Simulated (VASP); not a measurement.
Crystal: HfO2.

```
Hf O
1.0
     0.00000    2.55750    2.55750
     2.55750    0.00000    2.55750
     2.55750    2.55750    0.00000
Hf O
1 2
Cartesian
  0.0000 0.0000 0.0000
  3.8363 3.8363 3.8363
  1.2788 1.2788 1.2788
```

```yaml
Program: VASP 6.6.1
Task: relaxation of cell and atoms
Functional: BLYP
Dispersion: D3(BJ)
Potentials_or_basis: VASP PAW PBE potentials, release 64 (Hf_pv, O)
Cutoff: 600 eV
k_mesh: 9 × 9 × 9
Occupations: fermi-dirac, width 0.05 eV
Spin: no spin polarisation
```

At the start: pressure -7.2 GPa; volume 11.15 Å³/atom.

Task: Where does the relaxation end?

Result: Over 3 steps the energy falls by 7.5 meV/atom and the volume is 10.83 Å³/atom (-2.9 %); space group Fm-3m (No. 225, to 0.05 Å).

Step by step:
```tsv
step	energy change (eV)	largest force (eV/Å)	pressure (GPa)	volume (Å³)
1	0.0000	0.0000	-7.17	33.46
2	0.0278	0.0000	12.18	31.10
3	-0.0225	0.0000	-0.13	32.49
```

Final structure:
```
CELL_PARAMETERS angstrom
0.00000 2.53251 2.53251
2.53251 0.00000 2.53251
2.53251 2.53251 0.00000
ATOMIC_POSITIONS crystal
Hf 0.00000 0.00000 0.00000
O 0.75000 0.75000 0.75000
O 0.25000 0.25000 0.25000
```

Caveat: the PAW data sets were made with another functional, which shifts forces and pressure a little.
